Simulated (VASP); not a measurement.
# NaF (Fm-3m) in VASP: further runs

Runs on NaF. Level: PBEsol. Tasks: single point.

Program: VASP 6.6.1. These are calculated values, not measurements. Logs are shortened: lines on timing, memory, paths and dates and some standing lists are left out, and cuts for length are marked.

## Step 1: The cell of the first run

It takes space group Fm-3m (No. 225, cubic). Conventional cell: a = 4.510 Å, b = 4.510 Å, c = 4.510 Å, α = 90.00°, β = 90.00°, γ = 90.00°. Na (site symmetry m-3m) has 6 F at 2.25 Å within 3.0 Å. Within 3.0 Å of F (site symmetry m-3m) lie 6 Na at 2.25 Å.

## Step 2: Single point, PBEsol (strained)

Input file INCAR:

```
ALGO = Normal
EDIFF = 1E-6
ENCUT = 520
GGA = PS
ISIF = 2
ISMEAR = 0
LASPH = T
LCHARG = F
LREAL = F
LWAVE = F
NBANDS = 14
NELM = 100
PREC = Accurate
SIGMA = 0.02
```

Input file KPOINTS:

```
k-points
0
Gamma
  8 8 8
```

Input file POSCAR:

```
NaF
1.0
    0.0000000000      2.2549485140      2.2549485140
    2.2549485140      0.0000000000      2.2549485140
    2.2549485140      2.2549485140      0.0000000000
Na F
1 1
Direct
    0.0000000000      0.0000000000      0.0000000000
    0.5000000000      0.5000000000      0.5000000000
```

Potentials or basis: VASP PAW PBE potentials, release 64 (Na_pv, F).

Started as:

```bash
$ cat potpaw_PBE.64/Na_pv/POTCAR potpaw_PBE.64/F/POTCAR > POTCAR
$ mpirun -np 1 vasp_std > vasp.out
```

OUTCAR:

```text
EDIFF = 1E-6
   ENCUT = 520
   GGA = PS
   ISIF = 2
   ISMEAR = 0
   LASPH = T
   LREAL = F
   NELM = 100
   PREC = Accurate

 ion  position               nearest neighbor table
   1  0.000  0.000  0.000-   2 2.25   2 2.25   2 2.25   2 2.25   2 2.25   2 2.25
   2  0.500  0.500  0.500-   1 2.25   1 2.25   1 2.25   1 2.25   1 2.25   1 2.25

  LATTYP: Found a face centered cubic cell.
 ALAT       =     4.5098970280

  Lattice vectors:

 A1 = (   0.0000000000,   2.2549485140,   2.2549485140)
 A2 = (   2.2549485140,   0.0000000000,   2.2549485140)
 A3 = (   2.2549485140,   2.2549485140,   0.0000000000)

Analysis of symmetry for initial positions (statically):
=====================================================================
 Subroutine PRICEL returns:
 Original cell was already a primitive cell.

 Routine SETGRP: Setting up the symmetry group for a
 face centered cubic supercell.

 Subroutine GETGRP returns: Found 48 space group operations
 (whereof 48 operations were pure point group operations)
 out of a pool of 48 trial point group operations.

The static configuration has the point symmetry O_h .

Analysis of symmetry for dynamics (positions and initial velocities):
=====================================================================
 Subroutine PRICEL returns:
 Original cell was already a primitive cell.

 Routine SETGRP: Setting up the symmetry group for a
 face centered cubic supercell.

 Subroutine GETGRP returns: Found 48 space group operations
 (whereof 48 operations were pure point group operations)
 out of a pool of 48 trial point group operations.

The dynamic configuration has the point symmetry O_h .

 Subroutine INISYM returns: Found 48 space group operations
 (whereof 48 operations are pure point group operations),
 and found     1 'primitive' translations

----------------------------------------------------------------------------------------

                                     Primitive cell

  volume of cell :      22.9319

  direct lattice vectors                    reciprocal lattice vectors
     0.000000000  2.254948514  2.254948514    -0.221734553  0.221734553  0.221734553
     2.254948514  0.000000000  2.254948514     0.221734553 -0.221734553  0.221734553
     2.254948514  2.254948514  0.000000000     0.221734553  0.221734553 -0.221734553

  length of vectors
     3.188978771  3.188978771  3.188978771     0.384055511  0.384055511  0.384055511

  position of ions in fractional coordinates (direct lattice)
     0.000000000  0.000000000  0.000000000
     0.500000000  0.500000000  0.500000000

  ion indices of the primitive-cell ions
   primitive index   ion index
                 1           1
                 2           2

----------------------------------------------------------------------------------------

 KPOINTS: k-points

Automatic generation of k-mesh.
 Grid dimensions read from file:
 generate k-points for:    8    8    8

 Generating k-lattice:

  Cartesian coordinates                     Fractional coordinates (reciprocal lattice)
    -0.027716819  0.027716819  0.027716819     0.125000000  0.000000000  0.000000000
     0.027716819 -0.027716819  0.027716819     0.000000000  0.125000000  0.000000000
     0.027716819  0.027716819 -0.027716819     0.000000000  0.000000000  0.125000000

  Length of vectors
     0.048006939  0.048006939  0.048006939

  Shift w.r.t. Gamma in fractional coordinates (k-lattice)
     0.000000000  0.000000000  0.000000000

 Subroutine IBZKPT returns following result:
 ===========================================

 Found     29 irreducible k-points:

 Following reciprocal coordinates:
            Coordinates               Weight
  0.000000  0.000000  0.000000      1.000000
  0.125000  0.000000  0.000000      8.000000
  0.250000  0.000000  0.000000      8.000000
  0.375000  0.000000  0.000000      8.000000
  0.500000  0.000000  0.000000      4.000000
  0.125000  0.125000  0.000000      6.000000
[... 16 lines left out ...]
  0.500000  0.250000  0.125000     48.000000
 -0.375000  0.250000  0.125000     24.000000
 [... further k-points ...]
   k-points           NKPTS =     29   k-points in BZ     NKDIM =     29   number of bands    NBANDS=     14
   number of dos      NEDOS =    301   number of ions     NIONS =      2
   total plane-waves  NPLWV =  13824
   dimension x,y,z NGX =    24 NGY =   24 NGZ =   24
   dimension x,y,z NGXF=    48 NGYF=   48 NGZF=   48
   ions per type =               1   1
   NGX,Y,Z   is equivalent  to a cutoff of  12.51, 12.51, 12.51 a.u.
   NGXF,Y,Z  is equivalent  to a cutoff of  25.02, 25.02, 25.02 a.u.
 SYSTEM =  unknown system
   PREC   = accura    normal or accurate (medium, high low for compatibility)
   ISTART =      0    job   : 0-new  1-cont  2-samecut
   ICHARG =      2    charge: 1-file 2-atom 10-const
   ISPIN  =      1    spin polarized calculation?
   LNONCOLLINEAR =      F non collinear calculations
   LSORBIT =      F    spin-orbit coupling
   LASPH  =      T    aspherical Exc in radial PAW
   ENCUT  =  520.0 eV  38.22 Ry    6.18 a.u.   5.93  5.93  5.93*2*pi/ulx,y,z
   NELM   =    100;   NELMIN=  2; NELMDL= -5     # of ELM steps
   EDIFF  = 0.1E-05   stopping-criterion for ELM
   LREAL  =      F    real-space projection
   EDIFFG = 0.1E-04   stopping-criterion for IOM
   NSW    =      0    number of steps for IOM
   IBRION =     -1    ionic relax: 0-MD 1-quasi-New 2-CG
   NFREE  =      0    steps in history (QN), initial steepest desc. (CG)
   ISIF   =      2    stress and relaxation
   ISYM   =      2    0-nonsym 1-usesym 2-fastsym
   POTIM  = 0.5000    time-step for ionic-motion
   TEBEG  =    0.0;   TEEND  =   0.0 temperature during run
   PSTRESS=    0.0 pullay stress
   NELECT =      14.0000    total number of electrons
   NUPDOWN=      -1.0000    fix difference up-down
   EMIN   =  10.00;   EMAX   =-10.00  energy-range for DOS
   EFERMI =   0.00;   METHOD = LEGACY
   ISMEAR =     0;   SIGMA  =   0.02  broadening in eV -4-tet -1-fermi 0-gaus
   EFERMI_NEDOS =   21; number of points for ismear=-14 and -15
   IALGO  =     38    algorithm
   IMIX   =      4    mixing-type and parameters
     AMIX     =   0.40;   BMIX     =  1.00
     AMIX_MAG =   1.60;   BMIX_MAG =  1.00
  volume/ion in A,a.u.               =      11.47        77.38
  Fermi-wavevector in a.u.,A,eV,Ry     =   1.388793  2.624438 26.242186  1.928746
  Thomas-Fermi vector in A             =   2.512885
   LORBIT       =      0    0 simple, 1 ext, 2 COOP (PROOUT), +10 PAW based schemes
   GGA     = PS    functional components
   LHFCALC =     F    Hartree Fock is set to
   AEXX    =    0.0000 exact exchange contribution
   IVDW    =     0    specifies the selected vdW correction
   LEPSILON=     F    determine dielectric tensor
   LRPA    =     F    only Hartree local field effects (RPA)
 non-spin polarized calculation
 Gauss-broadening in eV      SIGMA  =   0.02
  energy-cutoff  :      520.00
  volume of cell :       22.93
 maximum number of plane-waves:       636
   NGX = 11   NGY = 11   NGZ = 11

 number of electron      14.0000014 magnetization

 Free energy of the ion-electron system (eV)
  ---------------------------------------------------
  ext. energy  EPLUGINS =         0.00000000
  ---------------------------------------------------
  free energy    TOTEN  =        -8.74056692 eV

  energy without entropy =       -8.74056692  energy(sigma->0) =       -8.74056692

 E-fermi :  -1.6834     XC(G=0):  -9.7486

 val. band max:       -1.8045208076   @ k =   0.0000   0.0000   0.0000
 cond. band min:       4.8008634171   @ k =   0.0000   0.0000   0.0000
 fundamental gap:      6.6053842247
 Fermi energy:        -1.6834186069

 k-point     1 :       0.0000    0.0000    0.0000
  band No.  band energies     occupation
      1     -21.0116      2.00000
      2     -20.3410      2.00000
      3     -20.3410      2.00000
      4     -20.3410      2.00000
      5      -1.8045      2.00000
      6      -1.8045      2.00000
      7      -1.8045      2.00000
      8       4.8009      0.00000
      9      17.6065      0.00000
     10      17.6065      0.00000
     11      17.6065      0.00000
     12      20.4631      0.00000
     13      22.9450      0.00000
     14      22.9450      0.00000

 k-point     2 :       0.1250    0.0000    0.0000
  band No.  band energies     occupation
      1     -21.1525      2.00000
      2     -20.3433      2.00000
      3     -20.3433      2.00000
      4     -20.1743      2.00000
      5      -2.1413      2.00000
      6      -1.8501      2.00000
      7      -1.8501      2.00000
      8       5.3833      0.00000
      9      15.7861      0.00000
     10      17.8810      0.00000
     11      17.8810      0.00000
     12      22.4308      0.00000
     13      22.4308      0.00000
     14      22.5869      0.00000

 k-point     3 :       0.2500    0.0000    0.0000
  band No.  band energies     occupation
      1     -21.3726      2.00000
      2     -20.3487      2.00000
      3     -20.3487      2.00000
      4     -19.8911      2.00000
      5      -2.8250      2.00000
      6      -1.9586      2.00000
      7      -1.9586      2.00000
      8       6.7634      0.00000
      9      13.6846      0.00000
     10      18.5120      0.00000
     11      18.5120      0.00000
     12      21.7950      0.00000
     13      21.7950      0.00000
     14      23.6643      0.00000
[... 324 lines left out ...]
 k-point    23 :       0.5000    0.2500    0.1250
  band No.  band energies     occupation
      1     -21.3754      2.00000
      2     -20.4109      2.00000
      3     -20.3728      2.00000
      4     -19.7895      2.00000
      5      -3.2102      2.00000
      6      -2.3741      2.00000
      7      -2.1534      2.00000
      8       9.3150      0.00000
      9      12.1116      0.00000
     10      16.3975      0.00000
     11      18.3006      0.00000
     12      20.5061      0.00000
     13      22.7208      0.00000
     14      27.2201      0.00000

 k-point    24 :      -0.3750    0.2500    0.1250
  band No.  band energies     occupation
      1     -21.3878      2.00000
      2     -20.4150      2.00000
      3     -20.3829      2.00000
      4     -19.7565      2.00000
      5      -3.2906      2.00000
      6      -2.4645      2.00000
      7      -2.1967      2.00000
      8      10.3418      0.00000
      9      11.4118      0.00000
     10      16.0740      0.00000
     11      18.0044      0.00000
     12      21.1590      0.00000
     13      22.3029      0.00000
     14      27.4105      0.00000

 [... further k-points ...]

------------------------ aborting loop because EDIFF is reached ----------------------------------------

  FORCE on cell =-STRESS in cart. coord.  units (eV):
  Direction    XX          YY          ZZ          XY          YZ          ZX
  --------------------------------------------------------------------------------------
  -------------------------------------------------------------------------------------
  Total        0.6565161      0.6565161      0.6565161      0.0000000      0.0000000      0.0000000
  in kB       45.8686619     45.8686619     45.8686619      0.0000000      0.0000000      0.0000000
  external PRESSURE =      45.8686619 kB  Pullay stress =       0.0000000 kB

 VOLUME and BASIS-vectors are now :
 -----------------------------------------------------------------------------
  energy-cutoff  :      520.00
  volume of cell :       22.93
      direct lattice vectors                 reciprocal lattice vectors
     0.000000000  2.254948514  2.254948514    -0.221734553  0.221734553  0.221734553
     2.254948514  0.000000000  2.254948514     0.221734553 -0.221734553  0.221734553
     2.254948514  2.254948514  0.000000000     0.221734553  0.221734553 -0.221734553

 POSITION                                       TOTAL-FORCE (eV/Angst)
 -----------------------------------------------------------------------------------
      0.00000      0.00000      0.00000         0.000000      0.000000      0.000000
      2.25495      2.25495      2.25495        -0.000000     -0.000000     -0.000000
 -----------------------------------------------------------------------------------
    total drift:                                0.000000     -0.000000      0.000000

  FREE ENERGIE OF THE ION-ELECTRON SYSTEM (eV)
  ---------------------------------------------------
  free  energy   TOTEN  =        -8.7405669214 eV

  energy  without entropy=       -8.7405669214  energy(sigma->0) =       -8.74056692
```

It took 3.7 s on 1 thread of AMD EPYC 9R45 (Zen 5), shared host; peak memory 0.1 GiB.

What came out:

```yaml
Free_energy: -8.7406 eV
Pressure: 4.6 GPa
Band_gap_on_the_k_mesh: 6.61 eV
```

Levels at points of the mesh, in eV from the valence-band top:
| k point | band 5 | band 6 | band 7 | band 8 | band 9 | band 10 |
| --- | --- | --- | --- | --- | --- | --- |
| (0.00, 0.00, 0.00) | 0.00 | 0.00 | 0.00 | 6.61 | 19.41 | 19.41 |
| (0.50, 0.00, 0.00) | -1.81 | -0.30 | -0.30 | 11.10 | 13.03 | 20.86 |
| (0.50, 0.50, 0.00) | -1.43 | -0.45 | -0.45 | 13.35 | 13.66 | 14.34 |

Caveat: the cell differs from its parent crystal (strained); the cell stands under pressure; the PAW data sets were made with another functional, which shifts forces and pressure a little.

## Step 3: Single point, PBEsol (strained)

Input file INCAR:

```
SYSTEM = NaF
  PREC = Accurate
  ENCUT = 520
  EDIFF = 1E-6
  ISMEAR = 0
  SIGMA = 0.02
  LREAL = .False.
  LASPH = .True.
  NELM = 80
  ALGO = Normal
  ISIF = 2
  LWAVE = .False.
  LCHARG = .False.
  GGA = PS
  NBANDS = 14
```

Input file KPOINTS:

```
Automatic mesh
0
Gamma
  8 8 8
  0 0 0
```

Input file POSCAR:

```
NaF
1.0
    0.0000000000      2.3075712590      2.3075712590
    2.3075712590      0.0000000000      2.3075712590
    2.3075712590      2.3075712590      0.0000000000
Na F
1 1
Direct
    0.0000000000      0.0000000000      0.0000000000
    0.5000000000      0.5000000000      0.5000000000
```

Potentials or basis: VASP PAW PBE potentials, release 64 (Na_pv, F).

Started as:

```bash
$ cat potpaw_PBE.64/Na_pv/POTCAR potpaw_PBE.64/F/POTCAR > POTCAR
$ mpirun -np 1 vasp_std > vasp.out
```

It took 3.7 s on 1 thread of AMD EPYC 9R45 (Zen 5), shared host; peak memory 0.1 GiB.

The run converged. Its results:

| Quantity | Value |
| --- | --- |
| Free energy | -8.7681 eV |
| Pressure | 0.4 GPa |
| Band gap on the k mesh | 6.22 eV |

Levels at points of the mesh, in eV from the valence-band top:
```tsv
k point	band 4	band 5	band 6	band 7	band 8	band 9	band 10	band 11
(0.00, 0.00, 0.00)	-18.73	0.00	0.00	0.00	6.22	18.93	18.93	18.93
(0.50, 0.00, 0.00)	-17.98	-1.65	-0.26	-0.26	10.68	12.44	20.11	20.11
(0.50, 0.50, 0.00)	-18.79	-1.32	-0.42	-0.42	13.08	13.13	13.65	19.80
```

Caveat: the cell differs from its parent crystal (strained); the PAW data sets were made with another functional, which shifts forces and pressure a little.

## Step 4: Single point, PBEsol (strained)

Input file INCAR:

```
SYSTEM = NaF
  ALGO = Normal
  EDIFF = 1E-6
  ENCUT = 520
  GGA = PS
  ISIF = 2
  ISMEAR = 0
  LASPH = .True.
  LCHARG = .False.
  LREAL = .False.
  LWAVE = .False.
  NBANDS = 14
  NELM = 80
  PREC = Accurate
  SIGMA = 0.02
```

Input file KPOINTS:

```
k-points
0
Gamma
  8 8 8
  0 0 0
```

Input file POSCAR:

```
NaF
1.0
    0.0000000000      2.3592646840      2.3592646840
    2.3592646840      0.0000000000      2.3592646840
    2.3592646840      2.3592646840      0.0000000000
Na F
1 1
Direct
    0.0000000000      0.0000000000      0.0000000000
    0.5000000000      0.5000000000      0.5000000000
```

Started as:

```bash
$ cat potpaw_PBE.64/Na_pv/POTCAR potpaw_PBE.64/F/POTCAR > POTCAR
$ mpirun -np 1 vasp_std > vasp.out
```

Run time: 5.4 s. Hardware: 1 thread of AMD EPYC 9R45 (Zen 5), shared host; peak memory 0.12 GiB.

It converged, with:

- Free energy: -8.7589 eV
- Pressure: -2.6 GPa
- Band gap on the k mesh: 5.89 eV

Levels at points of the mesh, in eV from the valence-band top:
```
           k point  band 5  band 6  band 7  band 8  band 9  band 10
(0.00, 0.00, 0.00)    0.00    0.00    0.00    5.89   18.46    18.46
(0.50, 0.00, 0.00)   -1.50   -0.23   -0.23   10.29   11.89    19.41
(0.50, 0.50, 0.00)   -1.22   -0.38   -0.38   12.55   12.91    13.01
```

Caveat: the cell differs from its parent crystal (strained); the PAW data sets were made with another functional, which shifts forces and pressure a little.

## Step 5: Overview

```tsv
cell	gap on the mesh (eV)	pressure (GPa)
a = 3.189 Å, angles 60.0°, 2 atoms	6.61	4.6
a = 3.263 Å, angles 60.0°, 2 atoms	6.22	0.4
a = 3.337 Å, angles 60.0°, 2 atoms	5.89	-2.6
```

Alike in all rows: task single point; level PBEsol; potentials or basis VASP PAW PBE potentials, release 64 (Na_pv, F); no spin polarisation; k mesh 8 × 8 × 8; cutoff (eV) 520; smearing gaussian 0.02 eV.

Caveats: the PAW data sets were made with another functional, which shifts forces and pressure a little; the cell stands under pressure (at least some runs).

Total energies depend on the potentials used, so only differences within one code and one set of settings carry meaning.
